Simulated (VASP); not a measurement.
# Mg2SiN2: single point with PBE

The system is Mg2SiN2.

```xyz
5
Lattice="3.1480 0.0000 0.0000 -1.5740 2.7262 0.0000 0.0000 0.0000 8.5350" Properties=species:S:1:pos:R:3 pbc="T T T"
Mg    1.5740    0.9087    2.4899
Mg    0.0000    1.8175    6.0451
Si    0.0000    0.0000    0.0000
N     1.5740    0.9087    7.4478
N     0.0000    1.8175    1.0872
```

The cell was built from a structure type or drawn by symmetry, and may not be a known phase.

```yaml
Program: VASP 6.6.1
Task: single point
Functional: PBE
Potentials_or_basis: VASP PAW PBE potentials, release 64 (Mg, Si, N)
Cutoff: 520 eV
k_mesh: 6 × 6 × 2
Occupations: gaussian, width 0.1 eV
Spin: collinear spin, ferromagnetic start
Starting_moments: "[0.0, 0.0, 0.0, 1.0, 1.0] μB"
Dipole_correction: no
Further_INCAR_settings: ALGO = Normal; EDIFF = 1e-06; NBANDS = 21
```

The pressure is -17.3 GPa, the largest force is 0.852 eV/Å and the band gap on the k mesh is zero (filled and empty bands overlap). The net moment is 0.00 μB per cell and the valence electrons inside the program's atomic spheres are Mg 0.32; Si 1.33; N 3.65.

Forces on the atoms (eV/Å):
```
Mg   0.000  0.000  0.503
Mg   0.000  0.000 -0.503
Si   0.000  0.000  0.000
N    0.000  0.000  0.852
N    0.000  0.000 -0.852
```

Stress tensor (GPa, compression positive):
```
-19.42   0.00   0.00
  0.00 -19.42   0.00
  0.00   0.00 -13.19
```

Levels at points of the mesh, in eV from the Fermi level:
Spin up:
| k point | band 7 | band 8 | band 9 | band 10 | band 11 | band 12 |
| --- | --- | --- | --- | --- | --- | --- |
| (0.00, 0.00, 0.00) | -3.12 | -2.77 | -2.77 | 0.56 | 0.75 | 1.93 |
| (0.50, 0.00, 0.00) | -3.70 | -3.05 | -0.14 | 1.03 | 1.22 | 1.90 |
| (0.00, 0.00, 0.50) | -2.77 | -2.77 | -1.78 | -1.39 | 1.79 | 1.92 |
| (0.50, 0.00, 0.50) | -3.69 | -3.05 | -0.01 | 0.30 | 1.41 | 2.57 |
Spin down:
```
           k point  band 5  band 6  band 7  band 8  band 9  band 10  band 11  band 12  band 13  band 14
(0.00, 0.00, 0.00)   -3.53   -3.12   -3.12   -2.77   -2.77     0.56     0.75     1.93     5.27     5.27
(0.50, 0.00, 0.00)   -5.01   -4.65   -3.70   -3.05   -0.14     1.03     1.22     1.90     3.87     4.24
(0.00, 0.00, 0.50)   -3.12   -3.12   -2.77   -2.77   -1.78    -1.39     1.79     1.92     5.27     5.27
(0.50, 0.00, 0.50)   -5.01   -4.61   -3.69   -3.05   -0.01     0.30     1.41     2.57     3.04     4.99
```

It took 73 s on 1 thread of Intel Xeon 8259CL, with other jobs on the host, peak memory 0.22 GiB.

Caveat: the k points lie up to 0.38 Å⁻¹ apart, too coarse for converged energies and pressures of a metal.
